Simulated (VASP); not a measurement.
Input of a VASP 6.6.1 run:

File POSCAR:

```
SiC
1.0
    0.0000000000      1.8594431447      1.8594431447
    1.8594431447      0.0000000000      1.8594431447
    1.8594431447      1.8594431447      0.0000000000
Si C
1 1
Direct
    0.0000000000      0.0000000000      0.0000000000
    0.5000000000      0.5000000000      0.5000000000
```

INCAR.step1

```
SYSTEM = SiC
PREC = Accurate
ENCUT = 520
EDIFF = 1E-5
ISMEAR = 0
SIGMA = 0.05
LREAL = .False.
LASPH = .True.
NELM = 60
ALGO = Normal
ISIF = 2
LWAVE = .True.
LCHARG = .False.
GGA = PE
NBANDS = 11
```

INCAR.step2

```
SYSTEM = SiC
PREC = Accurate
ENCUT = 520
EDIFF = 1E-6
ISMEAR = 0
SIGMA = 0.05
LREAL = .False.
LASPH = .True.
NELM = 60
ALGO = Normal
ISIF = 2
LWAVE = .False.
LCHARG = .False.
GGA = PE
LHFCALC = .True.
HFSCREEN = 0.2079
PRECFOCK = Normal
ISTART = 1
NBANDS = 11
```

KPOINTS

```
regular mesh
0
Gamma
  10 10 10
  0 0 0
```

Potentials or basis: VASP PAW PBE potentials, release 64 (Si, C).

Launch:

```console
$ cat potpaw_PBE.64/Si/POTCAR potpaw_PBE.64/C/POTCAR > POTCAR
$ cp INCAR.step1 INCAR
$ mpirun -np 1 vasp_std > vasp.out
$ cp INCAR.step2 INCAR
$ mpirun -np 1 vasp_std > vasp.out
```

Estimate the band gap on the k mesh.

1.93 eV (least direct gap 7.82 eV).

Estimate the pressure.

104.7 GPa.

Caveat: the cell stands under pressure; the PAW data sets were made with another functional, which shifts forces and pressure a little. A k mesh can miss the band edges.
